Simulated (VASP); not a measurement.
# As (R-3m) in VASP: notebook

The runs below take As through single point, with PBEsol.

Program: VASP 6.6.1. These are calculated values, not measurements. Logs are shortened: lines on timing, memory, paths and dates and some standing lists are left out, and cuts for length are marked.

## (1) The cell of the first run

It takes space group R-3m (No. 166, trigonal). Conventional cell: a = 3.759 Å, b = 3.759 Å, c = 10.144 Å, α = 90.00°, β = 90.00°, γ = 120.00°. Within 3.3 Å of As (site symmetry 3m) lie 6 As at 2.50 to 3.05 Å.

## (2) Single point, PBEsol (strain +0.000 along x and y, -0.030 along z)

INCAR reads:

```
SYSTEM = As
PREC = Accurate
ENCUT = 520
EDIFF = 1E-6
ISMEAR = 0
SIGMA = 0.15
LREAL = .FALSE.
LASPH = .TRUE.
NELM = 60
ALGO = Normal
ISIF = 2
LWAVE = .FALSE.
LCHARG = .FALSE.
GGA = PS
NBANDS = 12
```

KPOINTS reads:

```
Automatic mesh
0
G
  18 18 18
  0 0 0
```

POSCAR reads:

```
As
1.0
    1.8797494575      1.0852738553      3.3811969000
   -1.8797494575      1.0852738553      3.3811969000
    0.0000000000     -2.1705477106      3.3811969000
As
2
Direct
    0.2275400000      0.2275400000      0.2275400000
    0.7724600000      0.7724600000      0.7724600000
```

Potentials or basis: VASP PAW PBE potentials, release 64 (As).

On the command line:

```console
> cat potpaw_PBE.64/As/POTCAR > POTCAR
> mpirun -np 1 vasp_std > vasp.out
```

OUTCAR:

```text
SYSTEM = As
   PREC = Accurate
   ENCUT = 520
   EDIFF = 1E-6
   ISMEAR = 0
   LREAL = .FALSE.
   LASPH = .TRUE.
   NELM = 60
   ISIF = 2
   GGA = PS

 ion  position               nearest neighbor table
   1  0.228  0.228  0.228-   2 2.50   2 2.50   2 2.50
   2  0.772  0.772  0.772-   1 2.50   1 2.50   1 2.50

  LATTYP: Found a trigonal (rhomboedric) cell.
 ALAT       =     4.0179310398
 COS(alpha) =     0.5622511894

  Lattice vectors:

 A1 = (   1.8797494575,   1.0852738553,   3.3811969000)
 A2 = (  -1.8797494575,   1.0852738553,   3.3811969000)
 A3 = (   0.0000000000,  -2.1705477106,   3.3811969000)

Analysis of symmetry for initial positions (statically):
=====================================================================
 Subroutine PRICEL returns:
 Original cell was already a primitive cell.

 Routine SETGRP: Setting up the symmetry group for a
 trigonal (rhombohedral) supercell.

 Subroutine GETGRP returns: Found 12 space group operations
 (whereof 12 operations were pure point group operations)
 out of a pool of 12 trial point group operations.

The static configuration has the point symmetry D_3d.

Analysis of symmetry for dynamics (positions and initial velocities):
=====================================================================
 Subroutine PRICEL returns:
 Original cell was already a primitive cell.

 Routine SETGRP: Setting up the symmetry group for a
 trigonal (rhombohedral) supercell.

 Subroutine GETGRP returns: Found 12 space group operations
 (whereof 12 operations were pure point group operations)
 out of a pool of 12 trial point group operations.

The dynamic configuration has the point symmetry D_3d.

 Subroutine INISYM returns: Found 12 space group operations
 (whereof 12 operations are pure point group operations),
 and found     1 'primitive' translations

----------------------------------------------------------------------------------------

                                     Primitive cell

  volume of cell :      41.3867

  direct lattice vectors                    reciprocal lattice vectors
     1.879749457  1.085273855  3.381196900     0.265992895  0.153571070  0.098584419
    -1.879749457  1.085273855  3.381196900    -0.265992895  0.153571070  0.098584419
     0.000000000 -2.170547711  3.381196900     0.000000000 -0.307142139  0.098584419

  length of vectors
     4.017931040  4.017931040  4.017931040     0.322575854  0.322575854  0.322575854

  position of ions in fractional coordinates (direct lattice)
     0.227540000  0.227540000  0.227540000
     0.772460000  0.772460000  0.772460000

  ion indices of the primitive-cell ions
   primitive index   ion index
                 1           1
                 2           2

----------------------------------------------------------------------------------------

 KPOINTS: Automatic mesh

Automatic generation of k-mesh.
 Grid dimensions read from file:
 generate k-points for:   18   18   18

 Generating k-lattice:

  Cartesian coordinates                     Fractional coordinates (reciprocal lattice)
     0.014777383  0.008531726  0.005476912     0.055555556  0.000000000 -0.000000000
    -0.014777383  0.008531726  0.005476912     0.000000000  0.055555556 -0.000000000
     0.000000000 -0.017063452  0.005476912    -0.000000000 -0.000000000  0.055555556

  Length of vectors
     0.017920881  0.017920881  0.017920881

  Shift w.r.t. Gamma in fractional coordinates (k-lattice)
     0.000000000  0.000000000  0.000000000

 Subroutine IBZKPT returns following result:
 ===========================================

 Found    580 irreducible k-points:

 Following reciprocal coordinates:
            Coordinates               Weight
  0.000000  0.000000  0.000000      1.000000
  0.055556  0.000000 -0.000000      6.000000
  0.111111  0.000000 -0.000000      6.000000
  0.166667 -0.000000 -0.000000      6.000000
  0.222222  0.000000 -0.000000      6.000000
  0.277778  0.000000  0.000000      6.000000
[... 16 lines left out ...]
 -0.277778  0.055556  0.000000     12.000000
 -0.222222  0.055556  0.000000     12.000000
 [... further k-points ...]
   k-points           NKPTS =    580   k-points in BZ     NKDIM =    580   number of bands    NBANDS=     12
   number of dos      NEDOS =    301   number of ions     NIONS =      2
   total plane-waves  NPLWV =  27000
   dimension x,y,z NGX =    30 NGY =   30 NGZ =   30
   dimension x,y,z NGXF=    60 NGYF=   60 NGZF=   60
   ions per type =               2
   NGX,Y,Z   is equivalent  to a cutoff of  12.41, 12.41, 12.41 a.u.
   NGXF,Y,Z  is equivalent  to a cutoff of  24.83, 24.83, 24.83 a.u.
 SYSTEM =  As
   PREC   = accura    normal or accurate (medium, high low for compatibility)
   ISTART =      0    job   : 0-new  1-cont  2-samecut
   ICHARG =      2    charge: 1-file 2-atom 10-const
   ISPIN  =      1    spin polarized calculation?
   LNONCOLLINEAR =      F non collinear calculations
   LSORBIT =      F    spin-orbit coupling
   LASPH  =      T    aspherical Exc in radial PAW
   ENCUT  =  520.0 eV  38.22 Ry    6.18 a.u.   7.47  7.47  7.47*2*pi/ulx,y,z
   NELM   =     60;   NELMIN=  2; NELMDL= -5     # of ELM steps
   EDIFF  = 0.1E-05   stopping-criterion for ELM
   LREAL  =      F    real-space projection
   EDIFFG = 0.1E-04   stopping-criterion for IOM
   NSW    =      0    number of steps for IOM
   IBRION =     -1    ionic relax: 0-MD 1-quasi-New 2-CG
   NFREE  =      0    steps in history (QN), initial steepest desc. (CG)
   ISIF   =      2    stress and relaxation
   ISYM   =      2    0-nonsym 1-usesym 2-fastsym
   POTIM  = 0.5000    time-step for ionic-motion
   TEBEG  =    0.0;   TEEND  =   0.0 temperature during run
   PSTRESS=    0.0 pullay stress
   NELECT =      10.0000    total number of electrons
   NUPDOWN=      -1.0000    fix difference up-down
   EMIN   =  10.00;   EMAX   =-10.00  energy-range for DOS
   EFERMI =   0.00;   METHOD = LEGACY
   ISMEAR =     0;   SIGMA  =   0.15  broadening in eV -4-tet -1-fermi 0-gaus
   EFERMI_NEDOS =   21; number of points for ismear=-14 and -15
   IALGO  =     38    algorithm
   IMIX   =      4    mixing-type and parameters
     AMIX     =   0.40;   BMIX     =  1.00
     AMIX_MAG =   1.60;   BMIX_MAG =  1.00
  volume/ion in A,a.u.               =      20.69       139.65
  Fermi-wavevector in a.u.,A,eV,Ry     =   1.019658  1.926874 14.146008  1.039702
  Thomas-Fermi vector in A             =   2.153184
   LORBIT       =      0    0 simple, 1 ext, 2 COOP (PROOUT), +10 PAW based schemes
   GGA     = PS    functional components
   LHFCALC =     F    Hartree Fock is set to
   AEXX    =    0.0000 exact exchange contribution
   IVDW    =     0    specifies the selected vdW correction
   LEPSILON=     F    determine dielectric tensor
   LRPA    =     F    only Hartree local field effects (RPA)
 non-spin polarized calculation
 Gauss-broadening in eV      SIGMA  =   0.15
  energy-cutoff  :      520.00
  volume of cell :       41.39
 maximum number of plane-waves:      1127
 NGX is ok and might be reduce to    30
   NGX = 15   NGY = 15   NGZ = 15

 number of electron      10.0000000 magnetization

 Free energy of the ion-electron system (eV)
  ---------------------------------------------------
  ext. energy  EPLUGINS =         0.00000000
  ---------------------------------------------------
  free energy    TOTEN  =       -10.19626922 eV

  energy without entropy =      -10.19359611  energy(sigma->0) =      -10.19493267

 E-fermi :   5.7802     XC(G=0): -10.2906

 val. band max:        5.7503918572   @ k =   0.3889   0.2778   0.2778
 cond. band min:       5.7838455956   @ k =  -0.4444   0.5000   0.4444
 fundamental gap:      0.0334537384
 Fermi energy:         5.7802383642

 k-point     1 :       0.0000    0.0000    0.0000
  band No.  band energies     occupation
      1      -9.5837      2.00000
      2       0.2656      2.00000
      3       3.3804      2.00000
      4       3.5707      2.00000
      5       3.5707      2.00000
      6       7.5114      0.00000
      7       8.7814      0.00000
      8       8.7814      0.00000
      9      12.3314      0.00000
     10      12.3314      0.00000
     11      12.9290      0.00000
     12      14.3854      0.00000

 k-point     2 :       0.0556    0.0000   -0.0000
  band No.  band energies     occupation
      1      -9.5413      2.00000
      2       0.0719      2.00000
      3       3.3930      2.00000
      4       3.5430      2.00000
      5       3.6025      2.00000
      6       7.5888      0.00000
      7       8.6883      0.00000
      8       8.7412      0.00000
      9      12.0245      0.00000
     10      12.2470      0.00000
     11      12.6201      0.00000
     12      14.7107      0.00000

 k-point     3 :       0.1111    0.0000   -0.0000
  band No.  band energies     occupation
      1      -9.4143      2.00000
      2      -0.4425      2.00000
      3       3.3319      2.00000
      4       3.4668      2.00000
      5       3.7719      2.00000
      6       7.7054      0.00000
      7       8.4713      0.00000
      8       8.5996      0.00000
      9      11.4876      0.00000
     10      12.1994      0.00000
     11      12.2816      0.00000
     12      15.4618      0.00000
[... 286 lines left out ...]
 k-point    23 :      -0.2778    0.0556    0.0000
  band No.  band energies     occupation
      1      -8.3434      2.00000
      2      -3.1624      2.00000
      3       2.6351      2.00000
      4       3.4443      2.00000
      5       4.4563      2.00000
      6       6.5613      0.00000
      7       6.9429      0.00000
      8       8.1306      0.00000
      9      11.9172      0.00000
     10      12.9306      0.00000
     11      14.5258      0.00000
     12      18.0869      0.00000

 k-point    24 :      -0.2222    0.0556    0.0000
  band No.  band energies     occupation
      1      -8.7438      2.00000
      2      -2.3166      2.00000
      3       2.7569      2.00000
      4       3.4989      2.00000
      5       4.2510      2.00000
      6       6.9789      0.00000
      7       7.3852      0.00000
      8       8.3823      0.00000
      9      11.4012      0.00000
     10      12.4313      0.00000
     11      13.6291      0.00000
     12      17.0631      0.00000

 [... further k-points ...]

------------------------ aborting loop because EDIFF is reached ----------------------------------------

  FORCE on cell =-STRESS in cart. coord.  units (eV):
  Direction    XX          YY          ZZ          XY          YZ          ZX
  --------------------------------------------------------------------------------------
  -------------------------------------------------------------------------------------
  Total        0.6934769      0.6934769      0.6141974      0.0000000     -0.0000000      0.0000000
  in kB       26.8461204     26.8461204     23.7770277      0.0000000     -0.0000000      0.0000000
  external PRESSURE =      25.8230895 kB  Pullay stress =       0.0000000 kB

 VOLUME and BASIS-vectors are now :
 -----------------------------------------------------------------------------
  energy-cutoff  :      520.00
  volume of cell :       41.39
      direct lattice vectors                 reciprocal lattice vectors
     1.879749457  1.085273855  3.381196900     0.265992895  0.153571070  0.098584419
    -1.879749457  1.085273855  3.381196900    -0.265992895  0.153571070  0.098584419
     0.000000000 -2.170547711  3.381196900     0.000000000 -0.307142139  0.098584419

 POSITION                                       TOTAL-FORCE (eV/Angst)
 -----------------------------------------------------------------------------------
      0.00000      0.00000      2.30807         0.000000     -0.000000      0.507723
      0.00000      0.00000      7.83552         0.000000      0.000000     -0.507723
 -----------------------------------------------------------------------------------
    total drift:                               -0.000000      0.000000     -0.000000

  FREE ENERGIE OF THE ION-ELECTRON SYSTEM (eV)
  ---------------------------------------------------
  free  energy   TOTEN  =       -10.1962692248 eV

  energy  without entropy=      -10.1935961073  energy(sigma->0) =      -10.19493267
```

Run time: 2.6 min. Hardware: 1 thread of AMD EPYC 7R13 (Zen 3), shared host; peak memory 0.33 GiB.

What came out:

```yaml
Free_energy: -10.1963 eV
Pressure: 2.6 GPa
Largest_force: 0.508 eV/Å
Band_gap_on_the_k_mesh: zero (bands 5 and 6 overlap by 0.34 eV)
```

Forces in eV/Å, atoms in the order of the input:
```
As   0.000  0.000  0.508
As   0.000  0.000 -0.508
```

Caveat: the cell differs from its parent crystal (strain +0.000 along x and y, -0.030 along z); the PAW data sets were made with another functional, which shifts forces and pressure a little.

(Continued in part 2 of 3.)
